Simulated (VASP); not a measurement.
# GaAs (qlda) (F-43m) in VASP: a series of runs, part 2 of 2

VASP 6.6.1.

## Step 3: Single point, LDA

This run uses another cell than the first one, of 21.99 Å³/atom, 0.925 times its volume.

The input, INCAR:

```
PREC = Accurate
ENCUT = 520
EDIFF = 1E-6
ISMEAR = 0
SIGMA = 0.1
LREAL = F
LASPH = T
NELM = 80
ALGO = Normal
ISIF = 2
LWAVE = F
LCHARG = T
LELF = T
LVHAR = T
NBANDS = 16
```

The input, KPOINTS:

```
Automatic mesh
0
Gamma
  10 10 10
```

The input, POSCAR:

```
GaAs
1.0
    0.0000000000      2.8015691292      2.8015691292
    2.8015691292      0.0000000000      2.8015691292
    2.8015691292      2.8015691292      0.0000000000
Ga As
1 1
Direct
    0.0000000000      0.0000000000      0.0000000000
    0.7500000000      0.7500000000      0.7500000000
```

Potentials or basis: VASP PAW LDA potentials, release 64 (Ga_d, As).

Command:

```bash
> cat potpaw_LDA.64/Ga_d/POTCAR potpaw_LDA.64/As/POTCAR > POTCAR
> mpirun -np 1 vasp_std > vasp.out
```

OUTCAR:

```text
PREC = Accurate
   ENCUT = 520
   EDIFF = 1E-6
   ISMEAR = 0
   LREAL = F
   LASPH = T
   NELM = 80
   ISIF = 2

 ion  position               nearest neighbor table
   1  0.000  0.000  0.000-   2 2.43   2 2.43   2 2.43   2 2.43
   2  0.750  0.750  0.750-   1 2.43   1 2.43   1 2.43   1 2.43

  LATTYP: Found a face centered cubic cell.
 ALAT       =     5.6031382584

  Lattice vectors:

 A1 = (   0.0000000000,   2.8015691292,   2.8015691292)
 A2 = (   2.8015691292,   0.0000000000,   2.8015691292)
 A3 = (   2.8015691292,   2.8015691292,   0.0000000000)

Analysis of symmetry for initial positions (statically):
=====================================================================
 Subroutine PRICEL returns:
 Original cell was already a primitive cell.

 Routine SETGRP: Setting up the symmetry group for a
 face centered cubic supercell.

 Subroutine GETGRP returns: Found 24 space group operations
 (whereof 24 operations were pure point group operations)
 out of a pool of 48 trial point group operations.

The static configuration has the point symmetry T_d .

Analysis of symmetry for dynamics (positions and initial velocities):
=====================================================================
 Subroutine PRICEL returns:
 Original cell was already a primitive cell.

 Routine SETGRP: Setting up the symmetry group for a
 face centered cubic supercell.

 Subroutine GETGRP returns: Found 24 space group operations
 (whereof 24 operations were pure point group operations)
 out of a pool of 48 trial point group operations.

The dynamic configuration has the point symmetry T_d .

 Subroutine INISYM returns: Found 24 space group operations
 (whereof 24 operations are pure point group operations),
 and found     1 'primitive' translations

----------------------------------------------------------------------------------------

                                     Primitive cell

  volume of cell :      43.9779

  direct lattice vectors                    reciprocal lattice vectors
     0.000000000  2.801569129  2.801569129    -0.178471413  0.178471413  0.178471413
     2.801569129  0.000000000  2.801569129     0.178471413 -0.178471413  0.178471413
     2.801569129  2.801569129  0.000000000     0.178471413  0.178471413 -0.178471413

  length of vectors
     3.962017058  3.962017058  3.962017058     0.309121554  0.309121554  0.309121554

  position of ions in fractional coordinates (direct lattice)
     0.000000000  0.000000000  0.000000000
     0.750000000  0.750000000  0.750000000

  ion indices of the primitive-cell ions
   primitive index   ion index
                 1           1
                 2           2

----------------------------------------------------------------------------------------

 KPOINTS: Automatic mesh

Automatic generation of k-mesh.
 Grid dimensions read from file:
 generate k-points for:   10   10   10

 Generating k-lattice:

  Cartesian coordinates                     Fractional coordinates (reciprocal lattice)
    -0.017847141  0.017847141  0.017847141     0.100000000  0.000000000  0.000000000
     0.017847141 -0.017847141  0.017847141     0.000000000  0.100000000  0.000000000
     0.017847141  0.017847141 -0.017847141     0.000000000  0.000000000  0.100000000

  Length of vectors
     0.030912155  0.030912155  0.030912155

  Shift w.r.t. Gamma in fractional coordinates (k-lattice)
     0.000000000  0.000000000  0.000000000

 Subroutine IBZKPT returns following result:
 ===========================================

 Found     47 irreducible k-points:

 Following reciprocal coordinates:
            Coordinates               Weight
  0.000000  0.000000  0.000000      1.000000
  0.100000  0.000000  0.000000      8.000000
  0.200000  0.000000  0.000000      8.000000
  0.300000  0.000000  0.000000      8.000000
  0.400000  0.000000  0.000000      8.000000
  0.500000  0.000000  0.000000      4.000000
[... 16 lines left out ...]
  0.300000  0.300000  0.000000      6.000000
  0.400000  0.300000  0.000000     24.000000
 [... further k-points ...]
   k-points           NKPTS =     47   k-points in BZ     NKDIM =     47   number of bands    NBANDS=     16
   number of dos      NEDOS =    301   number of ions     NIONS =      2
   total plane-waves  NPLWV =  27000
   dimension x,y,z NGX =    30 NGY =   30 NGZ =   30
   dimension x,y,z NGXF=    60 NGYF=   60 NGZF=   60
   ions per type =               1   1
   NGX,Y,Z   is equivalent  to a cutoff of  12.59, 12.59, 12.59 a.u.
   NGXF,Y,Z  is equivalent  to a cutoff of  25.18, 25.18, 25.18 a.u.
 SYSTEM =  unknown system
   PREC   = accura    normal or accurate (medium, high low for compatibility)
   ISTART =      0    job   : 0-new  1-cont  2-samecut
   ICHARG =      2    charge: 1-file 2-atom 10-const
   ISPIN  =      1    spin polarized calculation?
   LNONCOLLINEAR =      F non collinear calculations
   LSORBIT =      F    spin-orbit coupling
   LASPH  =      T    aspherical Exc in radial PAW
   ENCUT  =  520.0 eV  38.22 Ry    6.18 a.u.   7.37  7.37  7.37*2*pi/ulx,y,z
   NELM   =     80;   NELMIN=  2; NELMDL= -5     # of ELM steps
   EDIFF  = 0.1E-05   stopping-criterion for ELM
   LREAL  =      F    real-space projection
   EDIFFG = 0.1E-04   stopping-criterion for IOM
   NSW    =      0    number of steps for IOM
   IBRION =     -1    ionic relax: 0-MD 1-quasi-New 2-CG
   NFREE  =      0    steps in history (QN), initial steepest desc. (CG)
   ISIF   =      2    stress and relaxation
   ISYM   =      2    0-nonsym 1-usesym 2-fastsym
   POTIM  = 0.5000    time-step for ionic-motion
   TEBEG  =    0.0;   TEEND  =   0.0 temperature during run
   PSTRESS=    0.0 pullay stress
   NELECT =      18.0000    total number of electrons
   NUPDOWN=      -1.0000    fix difference up-down
   EMIN   =  10.00;   EMAX   =-10.00  energy-range for DOS
   EFERMI =   0.00;   METHOD = LEGACY
   ISMEAR =     0;   SIGMA  =   0.10  broadening in eV -4-tet -1-fermi 0-gaus
   EFERMI_NEDOS =   21; number of points for ismear=-14 and -15
   IALGO  =     38    algorithm
   IMIX   =      4    mixing-type and parameters
     AMIX     =   0.40;   BMIX     =  1.00
     AMIX_MAG =   1.60;   BMIX_MAG =  1.00
  volume/ion in A,a.u.               =      21.99       148.39
  Fermi-wavevector in a.u.,A,eV,Ry     =   1.215498  2.296959 20.101736  1.477436
  Thomas-Fermi vector in A             =   2.350883
   LORBIT       =      0    0 simple, 1 ext, 2 COOP (PROOUT), +10 PAW based schemes
   GGA     = CA    functional components
   LHFCALC =     F    Hartree Fock is set to
   AEXX    =    0.0000 exact exchange contribution
   IVDW    =     0    specifies the selected vdW correction
   LEPSILON=     F    determine dielectric tensor
   LRPA    =     F    only Hartree local field effects (RPA)
 non-spin polarized calculation
 Gauss-broadening in eV      SIGMA  =   0.10
  energy-cutoff  :      520.00
  volume of cell :       43.98
 maximum number of plane-waves:      1243
 NGX is ok and might be reduce to    30
   NGX = 15   NGY = 15   NGZ = 15

 number of electron      18.0000013 magnetization

 Free energy of the ion-electron system (eV)
  ---------------------------------------------------
  ext. energy  EPLUGINS =         0.00000000
  ---------------------------------------------------
  free energy    TOTEN  =        -9.64101185 eV

  energy without entropy =       -9.64101170  energy(sigma->0) =       -9.64101177

 E-fermi :   4.3391     XC(G=0): -10.0318

 val. band max:        4.0613631363   @ k =   0.0000   0.0000   0.0000
 cond. band min:       4.5974774270   @ k =   0.0000   0.0000   0.0000
 fundamental gap:      0.5361142908
 Fermi energy:         4.3390652139

 k-point     1 :       0.0000    0.0000    0.0000
  band No.  band energies     occupation
      1     -10.9177      2.00000
      2     -10.9177      2.00000
      3     -10.9177      2.00000
      4     -10.8329      2.00000
      5     -10.8329      2.00000
      6      -8.8994      2.00000
[... 8 lines left out ...]
     15      14.3004      0.00000
     16      14.3004      0.00000

 k-point     2 :       0.1000    0.0000    0.0000
  band No.  band energies     occupation
      1     -10.9274      2.00000
      2     -10.9152      2.00000
      3     -10.9152      2.00000
      4     -10.8330      2.00000
      5     -10.8330      2.00000
      6      -8.7774      2.00000
[... 8 lines left out ...]
     15      13.5584      0.00000
     16      13.5584      0.00000
[... 387 lines left out ...]
      5     -10.8239      2.00000
      6      -7.5525      2.00000
[... 8 lines left out ...]
     15      15.7570      0.00000
     16      16.5170      0.00000

 k-point    24 :       0.4000    0.3000    0.0000
  band No.  band energies     occupation
      1     -11.0159      2.00000
      2     -10.8788      2.00000
      3     -10.8771      2.00000
      4     -10.8525      2.00000
      5     -10.8226      2.00000
      6      -7.0918      2.00000
[... 8 lines left out ...]
     15      16.4683      0.00000
     16      16.9349      0.00000

 [... further k-points ...]
[... 5 lines left out ...]
  --------------------------------------------------------------------------------------
  -------------------------------------------------------------------------------------
  Total        0.0865471      0.0865471      0.0865471     -0.0000000      0.0000000     -0.0000000
  in kB        3.1530378      3.1530378      3.1530378     -0.0000000      0.0000000     -0.0000000
  external PRESSURE =       3.1530378 kB  Pullay stress =       0.0000000 kB

 VOLUME and BASIS-vectors are now :
 -----------------------------------------------------------------------------
  energy-cutoff  :      520.00
  volume of cell :       43.98
      direct lattice vectors                 reciprocal lattice vectors
     0.000000000  2.801569129  2.801569129    -0.178471413  0.178471413  0.178471413
     2.801569129  0.000000000  2.801569129     0.178471413 -0.178471413  0.178471413
     2.801569129  2.801569129  0.000000000     0.178471413  0.178471413 -0.178471413

 POSITION                                       TOTAL-FORCE (eV/Angst)
 -----------------------------------------------------------------------------------
      0.00000      0.00000      0.00000         0.000000      0.000000      0.000000
      4.20235      4.20235      4.20235        -0.000000     -0.000000     -0.000000
 -----------------------------------------------------------------------------------
    total drift:                                0.000000      0.000000      0.000000

  FREE ENERGIE OF THE ION-ELECTRON SYSTEM (eV)
  ---------------------------------------------------
  free  energy   TOTEN  =        -9.6410118467 eV

  energy  without entropy=       -9.6410116999  energy(sigma->0) =       -9.64101177
```

OSZICAR:

```text
N       E                     dE             d eps       ncg     rms          rms(c)
DAV:   1     0.846905348183E+02    0.84691E+02   -0.90989E+03  1544   0.161E+03
DAV:   2    -0.294906111262E+01   -0.87640E+02   -0.83618E+02  1736   0.317E+02
DAV:   3    -0.976886437757E+01   -0.68198E+01   -0.67988E+01  1856   0.676E+01
DAV:   4    -0.987456719190E+01   -0.10570E+00   -0.10569E+00  1824   0.929E+00
DAV:   5    -0.987611935918E+01   -0.15522E-02   -0.15521E-02  1912   0.103E+00    0.308E+00
DAV:   6    -0.968698010660E+01    0.18914E+00   -0.21800E-01  2304   0.833E+00    0.180E+00
DAV:   7    -0.964422444031E+01    0.42756E-01   -0.65540E-02  2152   0.191E+00    0.523E-01
DAV:   8    -0.964103392234E+01    0.31905E-02   -0.90521E-03  1744   0.105E+00    0.113E-01
DAV:   9    -0.964100196200E+01    0.31960E-04   -0.68456E-04  1912   0.317E-01    0.404E-02
DAV:  10    -0.964100714287E+01   -0.51809E-05   -0.42184E-05  2240   0.720E-02    0.213E-02
DAV:  11    -0.964101199538E+01   -0.48525E-05   -0.70894E-06  1760   0.407E-02    0.279E-03
DAV:  12    -0.964101184669E+01    0.14869E-06   -0.50003E-07  1240   0.111E-02
   1 F= -.96410118E+01 E0= -.96410118E+01  d E =-.146758E-06
```

Wall time 29 s (1 thread of Intel Xeon Platinum 8259CL at 2.50GHz (Skylake/Cascade Lake), shared host); peak memory 0.17 GiB.

What came out:

- Free energy: -9.6410 eV
- Pressure: 0.3 GPa
- Band gap on the k mesh: 0.54 eV, direct

A k mesh can miss the band edges.

## Step 4: Single point, LDA

This run uses another cell than the first one, of 21.99 Å³/atom, 0.925 times its volume.

The input, INCAR:

```
SYSTEM = GaAs
  PREC = Accurate
  ENCUT = 520
  EDIFF = 1E-6
  ISMEAR = 0
  SIGMA = 0.02
  LREAL = .FALSE.
  LASPH = .TRUE.
  NELM = 100
  ALGO = Normal
  ISIF = 2
  LWAVE = .FALSE.
  LCHARG = .FALSE.
  NBANDS = 16
```

The input, KPOINTS:

```
regular mesh
0
G
  10 10 10
  0 0 0
```

POSCAR is that of step 3.

Potentials or basis: VASP PAW LDA potentials, release 64 (Ga_d, As).

Command:

```bash
> cat potpaw_LDA.64/Ga_d/POTCAR potpaw_LDA.64/As/POTCAR > POTCAR
> mpirun -np 1 vasp_std > vasp.out
```

OUTCAR:

```text
SYSTEM = GaAs
   PREC = Accurate
   ENCUT = 520
   EDIFF = 1E-6
   ISMEAR = 0
   LREAL = .FALSE.
   LASPH = .TRUE.
   NELM = 100
   ISIF = 2

 ion  position               nearest neighbor table
   1  0.000  0.000  0.000-   2 2.43   2 2.43   2 2.43   2 2.43
   2  0.750  0.750  0.750-   1 2.43   1 2.43   1 2.43   1 2.43

  LATTYP: Found a face centered cubic cell.
 ALAT       =     5.6031382584

  Lattice vectors:

 A1 = (   0.0000000000,   2.8015691292,   2.8015691292)
 A2 = (   2.8015691292,   0.0000000000,   2.8015691292)
 A3 = (   2.8015691292,   2.8015691292,   0.0000000000)

[... 626 lines left out ...]
      6      -7.0918      2.00000
[... 8 lines left out ...]
     15      16.4683      0.00000
     16      16.9349      0.00000

 [... further k-points ...]
[... 5 lines left out ...]
  --------------------------------------------------------------------------------------
  -------------------------------------------------------------------------------------
  Total        0.0865452      0.0865452      0.0865452      0.0000000      0.0000000     -0.0000000
  in kB        3.1529681      3.1529681      3.1529681      0.0000000      0.0000000     -0.0000000
  external PRESSURE =       3.1529681 kB  Pullay stress =       0.0000000 kB

 VOLUME and BASIS-vectors are now :
 -----------------------------------------------------------------------------
  energy-cutoff  :      520.00
  volume of cell :       43.98
      direct lattice vectors                 reciprocal lattice vectors
     0.000000000  2.801569129  2.801569129    -0.178471413  0.178471413  0.178471413
     2.801569129  0.000000000  2.801569129     0.178471413 -0.178471413  0.178471413
     2.801569129  2.801569129  0.000000000     0.178471413  0.178471413 -0.178471413

 POSITION                                       TOTAL-FORCE (eV/Angst)
 -----------------------------------------------------------------------------------
      0.00000      0.00000      0.00000         0.000000      0.000000      0.000000
      4.20235      4.20235      4.20235        -0.000000     -0.000000     -0.000000
 -----------------------------------------------------------------------------------
    total drift:                                0.000000      0.000000      0.000000

  FREE ENERGIE OF THE ION-ELECTRON SYSTEM (eV)
  ---------------------------------------------------
  free  energy   TOTEN  =        -9.6410118379 eV

  energy  without entropy=       -9.6410118379  energy(sigma->0) =       -9.64101184
```

Run time: 29 s. Hardware: 1 thread of Intel Xeon Platinum 8259CL at 2.50GHz (Skylake/Cascade Lake), shared host; peak memory 0.17 GiB.

Results:

| Quantity | Value |
| --- | --- |
| Free energy | -9.6410 eV |
| Pressure | 0.3 GPa |
| Band gap on the k mesh | 0.54 eV, direct |

Levels at points of the mesh, in eV from the valence-band top:
| k point | band 6 | band 7 | band 8 | band 9 | band 10 | band 11 | band 12 | band 13 |
| --- | --- | --- | --- | --- | --- | --- | --- | --- |
| (0.00, 0.00, 0.00) | -12.96 | 0.00 | 0.00 | 0.00 | 0.54 | 3.68 | 3.68 | 3.68 |
| (0.50, 0.00, 0.00) | -11.11 | -6.84 | -1.19 | -1.19 | 0.94 | 4.59 | 4.59 | 7.59 |
| (0.50, 0.50, 0.00) | -10.34 | -7.00 | -2.79 | -2.79 | 1.29 | 1.54 | 10.26 | 10.26 |

## Step 5: Relaxation of cell and atoms, LDA

This run uses another cell than the first one, of 21.99 Å³/atom, 0.925 times its volume.

The input, INCAR:

```
SYSTEM = GaAs
ALGO     = Normal         ! electronic algorithm
EDIFF    = 1E-6           ! SCF threshold, eV
EDIFFG   = -0.002         ! ionic threshold
ENCUT    = 600            ! plane-wave cutoff, eV
GGA      = CA             ! functional
IBRION   = 2              ! ionic algorithm
ISIF     = 3              ! what is computed and relaxed
ISMEAR   = 0              ! smearing method
LASPH    = .True.         ! aspherical terms in the spheres
LCHARG   = .False.        ! write CHGCAR
LREAL    = .False.        ! projectors in reciprocal space
LWAVE    = .False.        ! write WAVECAR
NELM     = 100            ! most SCF steps
NSW      = 100            ! ionic steps
PREC     = Accurate       ! precision mode
SIGMA    = 0.02           ! smearing width, eV
```

The input, KPOINTS:

```
k-points
0
Gamma
  10 10 10
  0 0 0
```

POSCAR is that of step 4.

Command:

```bash
> cat potpaw_LDA.64/Ga_d/POTCAR potpaw_LDA.64/As/POTCAR > POTCAR
> mpirun -np 1 vasp_std > vasp.out
```

Wall time 34 s (1 thread of Intel Xeon Platinum 8259CL at 2.50GHz (Skylake/Cascade Lake), shared host); peak memory 0.18 GiB.

It converged, with:

* Free energy: -9.6411 eV
* Relaxed volume: 22.08 Å³/atom
* Relaxed cell: a = 3.967 Å, b = 3.967 Å, c = 3.967 Å, α = 60.00°, β = 60.00°, γ = 60.00°
* Space group after relaxing (to 0.05 Å): F-43m (No. 216)
* Energy gained by relaxing: 0.1 meV/atom
* Ionic steps: 3
* Pressure after relaxing: 0.0 GPa
* Band gap on the k mesh: 0.51 eV, direct

Step by step:
```tsv
step	energy change (eV)	largest force (eV/Å)	pressure (GPa)	volume (Å³)
1	0.0000	0.0000	0.29	43.98
2	-0.0001	0.0000	-0.19	44.23
3	-0.0002	0.0000	0.01	44.15
```

Final structure:
```cif
data_structure
_symmetry_space_group_name_H-M 'P 1'
_symmetry_Int_Tables_number 1
_cell_length_a 3.9673
_cell_length_b 3.9673
_cell_length_c 3.9673
_cell_angle_alpha 60.000
_cell_angle_beta 60.000
_cell_angle_gamma 60.000
_cell_volume 44.15
loop_
_atom_site_label
_atom_site_type_symbol
_atom_site_fract_x
_atom_site_fract_y
_atom_site_fract_z
_atom_site_occupancy
Ga1 Ga 0.00000 0.00000 0.00000 1
As1 As 0.75000 0.75000 0.75000 1
```

Levels at points of the mesh, in eV from the valence-band top:
| k point | band 6 | band 7 | band 8 | band 9 | band 10 | band 11 | band 12 | band 13 |
| --- | --- | --- | --- | --- | --- | --- | --- | --- |
| (0.00, 0.00, 0.00) | -12.93 | 0.00 | 0.00 | 0.00 | 0.51 | 3.68 | 3.68 | 3.68 |
| (0.50, 0.00, 0.00) | -11.10 | -6.82 | -1.18 | -1.18 | 0.93 | 4.59 | 4.59 | 7.59 |
| (0.50, 0.50, 0.00) | -10.32 | -6.98 | -2.77 | -2.77 | 1.30 | 1.54 | 10.23 | 10.23 |

A k mesh can miss the band edges.

## Step 6: Overview

| task | cell | k mesh | cutoff (eV) | smearing | gap on the mesh (eV) | pressure (GPa) |
| --- | --- | --- | --- | --- | --- | --- |
| single point | a = 4.066 Å, angles 60.0°, 2 atoms | 6 × 6 × 6 | 520 | gaussian 0.1 eV | none | -4.5 |
| single point | a = 3.962 Å, angles 60.0°, 2 atoms | 10 × 10 × 10 | 520 | gaussian 0.1 eV | 0.54 | 0.3 |
| single point | a = 3.962 Å, angles 60.0°, 2 atoms | 10 × 10 × 10 | 520 | gaussian 0.02 eV | 0.54 | 0.3 |
| relaxation of cell and atoms | relaxed from a = 3.962 Å, angles 60.0°, 2 atoms | 10 × 10 × 10 | 600 | gaussian 0.02 eV | 0.51 | 0.0 |

Alike in all rows: level LDA; potentials or basis VASP PAW LDA potentials, release 64 (Ga_d, As); no spin polarisation.

Absolute energies hang on the potentials; compare differences alone.
